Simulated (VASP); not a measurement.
ScGa3, 4 atoms in the cell. Symmetry: Pm-3m, No. 221, cubic system. Conventional cell: a = 4.095 Å, b = 4.095 Å, c = 4.095 Å, α = 90.00°, β = 90.00°, γ = 90.00°. Within 3.8 Å of Sc (site symmetry m-3m) lie 12 Ga at 2.90 Å. Ga (site symmetry 4/mmm) has 4 Sc at 2.90 Å and 8 Ga at 2.90 Å within 3.8 Å. 

| Item | Value |
| --- | --- |
| Program | VASP 6.6.1 |
| Task | single point |
| Functional | r2SCAN |
| Potentials or basis | VASP PAW PBE potentials, release 64 (Sc_sv, Ga_d) |
| Cutoff | 520 eV |
| k mesh | 8 × 8 × 8 |
| Occupations | gaussian, width 0.05 eV |
| Spin | no spin polarisation |
| Dipole correction | no |
| Further INCAR settings | ALGO = Normal; EDIFF = 1e-06; NBANDS = 33 |

Potentials or basis: VASP PAW PBE potentials, release 64 (Sc_sv, Ga_d).

Launch:

```sh
$ cat potpaw_PBE.64/Sc_sv/POTCAR potpaw_PBE.64/Ga_d/POTCAR > POTCAR
$ cp INCAR.step1 INCAR
$ mpirun -np 1 vasp_std > vasp.out
$ cp INCAR.step2 INCAR
$ mpirun -np 1 vasp_std > vasp.out
```

Hardware: 1 thread of Intel(R) Xeon(R) Platinum 8259CL CPU @ 2.50GHz (Skylake/Cascade Lake), on a shared host.

How long does it take, and how much memory?

It took 3.7 min on 1 thread of Intel(R) Xeon(R) Platinum 8259CL CPU @ 2.50GHz (Skylake/Cascade Lake) (shared host), peak memory 0.21 GiB. Counts: k points 35.
